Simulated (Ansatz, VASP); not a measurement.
**BaO in VASP and in Ansatz**

File INCAR:

```
SYSTEM = BaO
ALGO = Normal
EDIFF = 1E-7
EDIFFG = -0.005
ENCUT = 600
GGA_COMPAT = .FALSE.
IBRION = 2
ISIF = 3
ISMEAR = 0
LASPH = .TRUE.
LCHARG = .FALSE.
LREAL = .FALSE.
LWAVE = .FALSE.
NELM = 120
NELMIN = 4
NSW = 70
PREC = Accurate
SIGMA = 0.02
```

Contents of KPOINTS:

```
k-points
0
G
  8 8 8
  0 0 0
```

The input POSCAR:

```
BaO
1.0
    0.0000000000      2.7866632389      2.7866632389
    2.7866632389      0.0000000000      2.7866632389
    2.7866632389      2.7866632389      0.0000000000
Ba O
1 1
Direct
    0.0000000000      0.0000000000      0.0000000000
    0.5000000000      0.5000000000      0.5000000000
```

Input for Ansatz:

```yaml
crystal:
  lattice:
    - [0.0, 2.7866632389, 2.7866632389]
    - [2.7866632389, 0.0, 2.7866632389]
    - [2.7866632389, 2.7866632389, 0.0]
  atoms:
    - { symbol: Ba, position: [0.0, 0.0, 0.0] }
    - { symbol: O, position: [0.5, 0.5, 0.5] }
basis:
  ecutwfc: 420
kpoints:
  mp_grid: { grid: [8, 8, 8] }
hamiltonian:
  xc: lda
scf:
  occupations: { method: gaussian, width: 0.02 }
output:
  forces: true
  stress: true
  eigenvalues: true
relax:
  adjacent_minimum: "off"
  f_tol: 0.005
  max_steps: 50
  cell: { stress_tol: 0.05 }
```

Alike in both runs: task relaxation of cell and atoms; functional LDA; k mesh 8 × 8 × 8; occupations gaussian, width 0.02 eV; no spin polarisation.

```csv
,VASP,Ansatz
version,VASP 6.6.1,Ansatz 0.2.0
potentials or method,"VASP PAW LDA potentials, release 64 (Ba_sv, O), cutoff 600 eV","scalar-relativistic, plane waves, PAW"
valence electrons in the cell,16,16
```

```csv
,VASP,Ansatz,Ansatz less VASP
"gap on the k mesh at the Fermi level, each at its own relaxed structure (eV)",1.70,1.69,-0.014
relaxed volume (Å³/atom),20.55,20.06,-0.488
relaxed cell length with the largest relative difference (Å),3.873,3.843,-0.0309
```

LDA's correlation is that of Perdew and Zunger in VASP and of Perdew and Wang (1992) in Ansatz.

Spin-orbit coupling is off throughout.
